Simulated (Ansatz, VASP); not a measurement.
**One calculation of Nb, two programs**

File INCAR:

```
ALGO = Normal
EDIFF = 1E-6
ENCUT = 520
GGA = PE
ISIF = 2
ISMEAR = -1
LASPH = True
LCHARG = False
LREAL = False
LWAVE = False
NBANDS = 12
NELM = 100
PREC = Accurate
SIGMA = 0.05
```

KPOINTS

```
k-points
0
Gamma
  15 15 14
```

POSCAR

```
Nb
1.0
    2.6053921571      0.0000000000      0.0000000000
   -1.3026960786      2.2563357949      0.0000000000
    0.0000000000      0.0000000000      2.4702059612
Nb
1
Direct
    0.0000000000      0.0000000000      0.0000000000
```

Input for Ansatz:

```yaml
crystal:
  lattice:
    - [2.6053921571, 0.0, 0.0]
    - [-1.3026960786, 2.2563357949, 0.0]
    - [0.0, 0.0, 2.4702059612]
  atoms:
    - { symbol: Nb, position: [0.0, 0.0, 0.0] }
kpoints:
  mp_grid: { grid: [15, 15, 14] }
scf:
  occupations: { method: fermi_dirac, width: 0.05 }
hamiltonian:
  xc: pbe
  pseudopotentials: { kind: paw }
output:
  forces: true
  stress: true
  eigenvalues: true
  populations: true
  write_density: true
  write_potential: true
  elf: true
  volumetric_format: npy
```

Change from the starting cell: volume scaled by 0.75, PAW files.

Alike in both runs: task single point; functional PBE; k mesh 15 × 15 × 14; occupations fermi-dirac, width 0.05 eV; no spin polarisation.

```csv
,VASP,Ansatz
version,VASP 6.6.1,Ansatz 0.2.0
potentials or method,"VASP PAW PBE potentials, release 64 (Nb_sv)","PAW with Ansatz's default frozen-core files, scalar-relativistic"
plane-wave cutoff (eV),520,420
valence electrons in the cell,13,13
```

VASP gave:

* pressure (GPa): 71.3
* traceless stress, the component that is largest in VASP (GPa): 0.10

Question: Which values does Ansatz return?

Answer: Pressure (GPa): 71.5; traceless stress, the component that is largest in VASP (GPa): 0.01.

Both programs put the cell under a high pressure, so it lies far from rest at this level. With one functional, cell and mesh, what is left measures potentials, basis and numerics.

Noted on VASP's run: the cell as given lies far from equilibrium.
